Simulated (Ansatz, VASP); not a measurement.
## NiO: VASP beside Ansatz

```
Ni O
1.0
     0.00000    2.10700    2.10700
     2.10700    0.00000    2.10700
     2.10700    2.10700    0.00000
Ni O
1 1
Direct
  0.00000 0.00000 0.00000
  0.50000 0.50000 0.50000
```

Alike in both runs: task single point; functional PBE; k mesh 14 × 14 × 14; occupations gaussian, width 0.05 eV; no spin polarisation.

```csv
,VASP,Ansatz
version,VASP 6.6.1,Ansatz 0.2.0
potentials or method,"VASP PAW PBE potentials, release 64 (Ni, O), cutoff 520 eV","scalar-relativistic, plane waves, PAW"
valence electrons in the cell,16,24
```

|  | VASP | Ansatz | Ansatz less VASP |
| --- | --- | --- | --- |
| gap on the k mesh at the Fermi level (eV) | none | none | - |
| pressure (GPa) | -7.2 | -7.4 | -0.20 |

A gap of «none» marks a metal or a gap that the smearing closes. VASP's potentials hold 16 valence electrons a cell and Ansatz's 24, so a difference there can come from the potentials and not from the codes.
